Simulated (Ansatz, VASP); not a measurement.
## Two plane-wave programs on SnO2

```xyz
6
Lattice="4.4099 0.0000 0.0000 0.0000 4.6844 0.0000 0.0000 0.0000 3.1644" Properties=species:S:1:pos:R:3 pbc="T T T"
Sn    2.2050    2.3422    1.5822
Sn    0.0000    0.0000    0.0000
O     1.2121    1.5672    0.0000
O     3.4170    0.7750    1.5822
O     0.9929    3.9094    1.5822
O     3.1979    3.1172    0.0000
```

Change from the starting cell: volume 10.895 Å^3 an atom, stretch along a over the lengths across it, relative to the relaxed cell 0.9415.

Alike in both runs: functional LDA; k mesh 6 × 6 × 10; occupations gaussian, width 0.05 eV; no spin polarisation.

Ansatz relaxed the structure, and its values are those at the end. VASP's run is a single point on that final structure, the one shown.

|  | VASP | Ansatz |
| --- | --- | --- |
| version | VASP 6.6.1 | Ansatz 0.2.0 |
| potentials or method | VASP PAW LDA potentials, release 64 (Sn_d, O), cutoff 520 eV | scalar-relativistic, plane waves, PAW |
| valence electrons in the cell | 52 | 52 |

|  | VASP | Ansatz | Ansatz less VASP |
| --- | --- | --- | --- |
| gap on the k mesh at the Fermi level (eV) | 2.38 | 2.36 | -0.026 |
| least direct gap on the mesh (eV) | 2.39 | 2.37 | -0.025 |
| pressure (GPa) | 19.3 | 17.4 | -1.86 |
| rms of the force components (eV/Å) | 0.012 | 0.000 | -0.0112 |

Ansatz warns that its potentials were made for another functional, while VASP's fit it. LDA's correlation is that of Perdew and Zunger in VASP and of Perdew and Wang (1992) in Ansatz. Ansatz's warnings: stress scf threshold loose.
